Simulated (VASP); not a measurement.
A run of VASP 6.6.1 is set up as follows.

Contents of INCAR:

```
  PREC = Accurate
  ENCUT = 520
  EDIFF = 1E-7
  ISMEAR = -1
  SIGMA = 0.08
  LREAL = False
  LASPH = True
  NELM = 100
  ALGO = Normal
  ISIF = 2
  LWAVE = False
  LCHARG = False
  NBANDS = 14
```

File KPOINTS:

```
regular mesh
0
Gamma
  11 11 11
```

File POSCAR:

```
I
1.0
    0.0000000000      3.5039541042      3.5039541042
    3.5039541042      0.0000000000      3.5039541042
    3.5039541042      3.5039541042      0.0000000000
I
2
Direct
   -0.1250000000     -0.1250000000     -0.1250000000
    0.1250000000      0.1250000000      0.1250000000
```

Potentials or basis: VASP PAW LDA potentials, release 64 (I).

Launch:

```console
$ cat potpaw_LDA.64/I/POTCAR > POTCAR
$ mpirun -np 1 vasp_std > vasp.out
```

Predict the pressure.

6.0 GPa.

Estimate the band gap on the k mesh.

zero (bands 7 and 8 overlap by 2.26 eV).

Caveat: the cell stands under pressure; spin-orbit coupling is left out, which moves the levels of the heavy elements.
